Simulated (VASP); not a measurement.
# TiO2 (C2/m) in VASP: single point with r2SCAN+U

Aim: the single point of TiO2 with r2SCAN+U.

All numbers are computed with VASP 6.6.1; they aren't measurements. Logs are shortened: lines on timing, memory, paths and dates and some standing lists are left out, and cuts for length are marked.

## Step 1: The cell of the first run

Symmetry: C2/m, No. 12, monoclinic system. The conventional cell has a = 10.328 Å, b = 3.797 Å, c = 3.797 Å, α = 90.00°, β = 110.71°, γ = 90.00°. Within 2.6 Å of Ti (site symmetry m) lie 6 O at 1.94 to 1.99 Å. O (site symmetry m) has 3 Ti at 1.94 to 1.99 Å and 2 O at 2.44 to 2.48 Å within 2.6 Å. O (site symmetry m) has 3 Ti at 1.95 to 1.99 Å and 2 O at 2.46 Å within 2.6 Å.

## Step 2: Single point, r2SCAN+U (strain +0.0150 x Voigt [0, 0, 0, 1, 0, 0])

File POSCAR:

```
TiO2
1.0
   -1.8983179345      1.9345481912      4.8449382801
    1.8983179345     -1.8620876778      4.8164635111
    1.8983179345      1.8620876778     -4.8164635111
Ti O
2 4
Direct
    0.0000000000      0.0000000000      0.0000000000
    0.7500000000      0.2500000000      0.5000000000
    0.2061136456      0.2061136456      0.0000000000
    0.9561136456      0.4561136456      0.5000000000
    0.5438863544      0.0438863544      0.5000000000
    0.7938863544      0.7938863544      0.0000000000
```

File INCAR.step1:

```
SYSTEM = TiO2
  PREC = Accurate
  ENCUT = 520
  ISMEAR = 0
  SIGMA = 0.05
  LREAL = .FALSE.
  LASPH = .TRUE.
  NELM = 150
  LMAXMIX = 4
  LDAU = .TRUE.
  LDAUTYPE = 2
  LDAUL = 2 -1
  LDAUU = 4 0
  LDAUJ = 0 0
  NBANDS = 33
  GGA = PE
  ALGO = Normal
  EDIFF = 1E-4
  LWAVE = .TRUE.
  LCHARG = .FALSE.
```

File INCAR.step2:

```
SYSTEM = TiO2
  PREC = Accurate
  ENCUT = 520
  EDIFF = 1E-6
  ISMEAR = 0
  SIGMA = 0.05
  LREAL = .FALSE.
  LASPH = .TRUE.
  NELM = 150
  ALGO = Normal
  ISIF = 2
  LWAVE = .FALSE.
  LCHARG = .TRUE.
  LMAXMIX = 4
  LDAU = .TRUE.
  LDAUTYPE = 2
  LDAUL = 2 -1
  LDAUU = 4 0
  LDAUJ = 0 0
  LDAUPRINT = 1
  METAGGA = R2SCAN
  LMIXTAU = .TRUE.
  LELF = .TRUE.
  LVHAR = .TRUE.
  NBANDS = 33
  ISTART = 1
```

File KPOINTS:

```
Automatic mesh
0
G
  8 8 8
  0 0 0
```

Potentials or basis: VASP PAW PBE potentials, release 64 (Ti_sv, O).

The run is started by

```console
> cat potpaw_PBE.64/Ti_sv/POTCAR potpaw_PBE.64/O/POTCAR > POTCAR
> cp INCAR.step1 INCAR
> mpirun -np 1 vasp_std > vasp.out
> cp INCAR.step2 INCAR
> mpirun -np 1 vasp_std > vasp.out
```

OUTCAR:

```text
SYSTEM = TiO2
   PREC = Accurate
   ENCUT = 520
   EDIFF = 1E-6
   ISMEAR = 0
   LREAL = .FALSE.
   LASPH = .TRUE.
   NELM = 150
   ISIF = 2
   METAGGA = R2SCAN
   ISTART = 1

 ion  position               nearest neighbor table
   1  0.000  0.000  0.000-   5 1.94   4 1.95   4 1.95   5 1.95   3 1.99   6 1.99
   2  0.750  0.250  0.500-   3 1.94   6 1.95   6 1.95   3 1.95   4 1.99   5 1.99
   3  0.206  0.206  0.000-   2 1.94   2 1.95   1 1.99
   4  0.956  0.456  0.500-   1 1.95   1 1.95   2 1.99
   5  0.544  0.044  0.500-   1 1.94   1 1.95   2 1.99
   6  0.794  0.794  0.000-   2 1.95   2 1.95   1 1.99

  LATTYP: Found a base centered monoclinic cell.
 ALAT       =    10.3277667041
 B/A-ratio  =     0.3676144105
 C/A-ratio  =     0.3676247495
 COS(beta)  =    -0.3535929695

  Lattice vectors:

 A1 = (  -1.8983179345,  -1.8620876778,   4.8164635111)
 A2 = (   1.8983179345,  -1.8620876778,   4.8164635111)
 A3 = (   0.0000000000,   3.7966358690,   0.0284747690)

Analysis of symmetry for initial positions (statically):
=====================================================================
 Subroutine PRICEL returns:
 Original cell was already a primitive cell.

 Routine SETGRP: Setting up the symmetry group for a
 base centered monoclinic supercell.

 Subroutine GETGRP returns: Found  4 space group operations
 (whereof  2 operations were pure point group operations)
 out of a pool of  4 trial point group operations.

The static configuration has the point symmetry C_1h.
 The point group associated with its full space group is C_2h.

Analysis of symmetry for dynamics (positions and initial velocities):
=====================================================================
 Subroutine PRICEL returns:
 Original cell was already a primitive cell.

 Routine SETGRP: Setting up the symmetry group for a
 base centered monoclinic supercell.

 Subroutine GETGRP returns: Found  4 space group operations
 (whereof  2 operations were pure point group operations)
[... 198 lines left out ...]

spin component  2

  0.0951 -0.0000  0.0000 -0.0004 -0.0000
 -0.0000  0.0939  0.0011  0.0000  0.0003
  0.0000  0.0011  0.2444 -0.0000  0.0000
 -0.0004  0.0000 -0.0000  0.0939  0.0000
 -0.0000  0.0003  0.0000  0.0000  0.2455

 occupancies and eigenvectors

  o =  0.0938  v = -0.2788 -0.0000  0.0000 -0.9604  0.0000  0.0000  0.0000  0.0000  0.0000  0.0000      0.0000  0.0000  0.0000  0.0000  0.0000  0.0000  0.0000  0.0000  0.0000  0.0000
  o =  0.0938  v =  0.0000  0.0000  0.0000  0.0000  0.0000 -0.2788 -0.0000  0.0000 -0.9604  0.0000      0.0000  0.0000  0.0000  0.0000  0.0000  0.0000  0.0000  0.0000  0.0000  0.0000
  o =  0.0939  v =  0.0000 -1.0000  0.0075  0.0000  0.0018  0.0000  0.0000  0.0000  0.0000  0.0000      0.0000  0.0000  0.0000  0.0000  0.0000  0.0000  0.0000  0.0000  0.0000  0.0000
  o =  0.0939  v =  0.0000  0.0000  0.0000  0.0000  0.0000  0.0000 -1.0000  0.0075  0.0000  0.0018      0.0000  0.0000  0.0000  0.0000  0.0000  0.0000  0.0000  0.0000  0.0000  0.0000
  o =  0.0952  v =  0.0000  0.0000  0.0000  0.0000  0.0000  0.9604  0.0000 -0.0000 -0.2788 -0.0000      0.0000  0.0000  0.0000  0.0000  0.0000  0.0000  0.0000  0.0000  0.0000  0.0000
  o =  0.0952  v =  0.9604  0.0000 -0.0000 -0.2788 -0.0000  0.0000  0.0000  0.0000  0.0000  0.0000      0.0000  0.0000  0.0000  0.0000  0.0000  0.0000  0.0000  0.0000  0.0000  0.0000
  o =  0.2444  v =  0.0000  0.0074  0.9994 -0.0000 -0.0346  0.0000  0.0000  0.0000  0.0000  0.0000      0.0000  0.0000  0.0000  0.0000  0.0000  0.0000  0.0000  0.0000  0.0000  0.0000
  o =  0.2444  v =  0.0000  0.0000  0.0000  0.0000  0.0000  0.0000  0.0074  0.9994 -0.0000 -0.0346      0.0000  0.0000  0.0000  0.0000  0.0000  0.0000  0.0000  0.0000  0.0000  0.0000
  o =  0.2455  v =  0.0000  0.0000  0.0000  0.0000  0.0000 -0.0000  0.0020  0.0346 -0.0000  0.9994      0.0000  0.0000  0.0000  0.0000  0.0000  0.0000  0.0000  0.0000  0.0000  0.0000
  o =  0.2455  v = -0.0000  0.0020  0.0346 -0.0000  0.9994  0.0000  0.0000  0.0000  0.0000  0.0000      0.0000  0.0000  0.0000  0.0000  0.0000  0.0000  0.0000  0.0000  0.0000  0.0000

 number of electron      47.9999999 magnetization

 Free energy of the ion-electron system (eV)
  ---------------------------------------------------
  ext. energy  EPLUGINS =         0.00000000
  ---------------------------------------------------
  free energy    TOTEN  =       -64.63065329 eV

  energy without entropy =      -64.63065329  energy(sigma->0) =      -64.63065329

 E-fermi :   3.3962     XC(G=0): -11.3534

 val. band max:        3.0430122725   @ k =  -0.3750   0.3750   0.0000
 cond. band min:       6.2568941649   @ k =   0.0000   0.0000   0.0000
 fundamental gap:      3.2138818924
 Fermi energy:         3.3962388650

 k-point     1 :       0.0000    0.0000    0.0000
  band No.  band energies     occupation
      1     -56.5209      2.00000
      2     -56.4693      2.00000
      3     -31.8554      2.00000
      4     -31.6292      2.00000
      5     -31.6292      2.00000
      6     -31.5686      2.00000
[... 853 lines left out ...]
     32       9.9050      0.00000
     33      10.6329      0.00000

 [... further k-points ...]

------------------------ aborting loop because EDIFF is reached ----------------------------------------

  FORCE on cell =-STRESS in cart. coord.  units (eV):
  Direction    XX          YY          ZZ          XY          YZ          ZX
  --------------------------------------------------------------------------------------
  -------------------------------------------------------------------------------------
  Total        2.3273877      2.3391734      1.8409146      0.0000000     -0.7021198     -0.0000000
  in kB       53.5544676     53.8256622     42.3604548      0.0000000    -16.1561621     -0.0000000
  external PRESSURE =      49.9135282 kB  Pullay stress =       0.0000000 kB

 VOLUME and BASIS-vectors are now :
 -----------------------------------------------------------------------------
  energy-cutoff  :      520.00
  volume of cell :       69.63
      direct lattice vectors                 reciprocal lattice vectors
    -1.898317935  1.934548191  4.844938280     0.000000000  0.262629562  0.101534927
     1.898317935 -1.862087678  4.816463511     0.263391074 -0.000776329  0.103510471
     1.898317935  1.862087678 -4.816463511     0.263391074  0.263405891 -0.001975544

 POSITION                                       TOTAL-FORCE (eV/Angst)
 -----------------------------------------------------------------------------------
      0.00000      0.00000      0.00000         0.000000      0.096112     -0.005392
     -0.00000      1.91643      2.42959        -0.000000     -0.096112      0.005392
      0.00000      0.01494      1.99135         0.000000     -0.102917      0.173344
      0.00000      1.93137      4.42093        -0.000000      0.024232      0.174320
     -0.00000      1.90150      0.43824        -0.000000      0.102917     -0.173344
      0.00000      0.05753      7.67006         0.000000     -0.024232     -0.174320
 -----------------------------------------------------------------------------------
    total drift:                                0.000000     -0.000000      0.000000

  FREE ENERGIE OF THE ION-ELECTRON SYSTEM (eV)
  ---------------------------------------------------
  free  energy   TOTEN  =       -64.6306532921 eV

  energy  without entropy=      -64.6306532921  energy(sigma->0) =      -64.63065329
```

Wall time 55 min (1 thread of Oxide Virtual Turin-like, shared host); peak memory 0.43 GiB.

What came out:

- Free energy: -64.6307 eV
- Pressure: 5.0 GPa
- Largest force: 0.202 eV/Å
- Band gap on the k mesh: 3.21 eV (least direct gap 3.52 eV)

Forces on the atoms (eV/Å):
```
Ti   0.000  0.096 -0.005
Ti   0.000 -0.096  0.005
O    0.000 -0.103  0.173
O    0.000  0.024  0.174
O    0.000  0.103 -0.173
O    0.000 -0.024 -0.174
```

Stress tensor (GPa, compression positive):
```
 5.36  0.00  0.00
 0.00  5.38 -1.62
 0.00 -1.62  4.24
```

Levels at points of the mesh, in eV from the valence-band top:
```tsv
k point	band 20	band 21	band 22	band 23	band 24	band 25	band 26	band 27	band 28	band 29
(0.00, 0.00, 0.00)	-0.84	-0.74	-0.72	-0.41	-0.41	3.21	3.94	4.98	4.99	5.02
(0.50, 0.00, 0.00)	-1.93	-1.79	-0.89	-0.88	-0.69	4.28	4.47	4.56	4.57	5.21
(0.00, 0.50, 0.00)	-1.94	-1.78	-0.89	-0.88	-0.68	4.27	4.43	4.55	4.61	5.23
(0.50, 0.50, 0.00)	-2.54	-1.98	-1.97	-0.04	-0.02	4.29	4.32	4.71	4.73	5.84
(0.00, 0.50, 0.50)	-1.96	-1.77	-0.88	-0.88	-0.68	4.28	4.40	4.55	4.65	5.26
(0.50, 0.50, 0.50)	-1.43	-1.26	-1.24	-0.10	-0.10	3.57	3.57	4.84	4.84	5.19
```

Eigenvalues of the final occupation matrices:
```csv
site,spin,trace,eigenvalues
site 1 d,1,0.77,0.09 0.09 0.10 0.24 0.25
site 1 d,2,0.77,0.09 0.09 0.10 0.24 0.25
site 2 d,1,0.77,0.09 0.09 0.10 0.24 0.25
site 2 d,2,0.77,0.09 0.09 0.10 0.24 0.25
```

Caveat: the cell differs from its parent crystal (strain +0.0150 x Voigt [0, 0, 0, 1, 0, 0]); the cell stands under pressure; the PAW data sets were made with another functional, which shifts forces and pressure a little. A k mesh can miss the band edges.
